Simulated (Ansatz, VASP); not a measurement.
**One calculation of Na, two programs**

```
CELL_PARAMETERS angstrom
3.43820 -3.43775 0.00000
3.43820 3.43775 0.00000
0.00000 0.00000 8.73172
ATOMIC_POSITIONS crystal
Na 0.50000 0.00000 0.30608
Na 0.00000 0.50000 0.69392
Na 0.00000 0.50000 0.30608
Na 0.50000 0.00000 0.69392
Na 0.00000 0.00000 0.00000
```

Alike in both runs: task relaxation of cell and atoms; functional PBEsol; k mesh 8 × 8 × 4; occupations gaussian, width 0.1 eV; no spin polarisation.

```csv
,VASP,Ansatz
version,VASP 6.6.1,Ansatz 0.2.0
potentials or method,"VASP PAW PBE potentials, release 64 (Na_pv), cutoff 600 eV","scalar-relativistic, plane waves, PAW"
valence electrons in the cell,35,45
```

VASP gave:

| Item | Value |
| --- | --- |
| gap on the k mesh at the Fermi level, each at its own relaxed structure (eV) | none |
| relaxed volume (Å³/atom) | 41.23 |
| relaxed length of the cell vector where the two differ most in proportion (Å) | 8.727 |

Problem. Which values does Ansatz return?

Solution. gap on the k mesh at the Fermi level, each at its own relaxed structure (eV): none; relaxed volume (Å³/atom): 41.28; relaxed length of the cell vector where the two differ most in proportion (Å): 8.732.

VASP's potentials were made for PBE, not for PBEsol. A gap of «none» marks a metal or a gap that the smearing closes. VASP's potentials hold 35 valence electrons a cell and Ansatz's 45, so a difference there can come from the potentials and not from the codes.
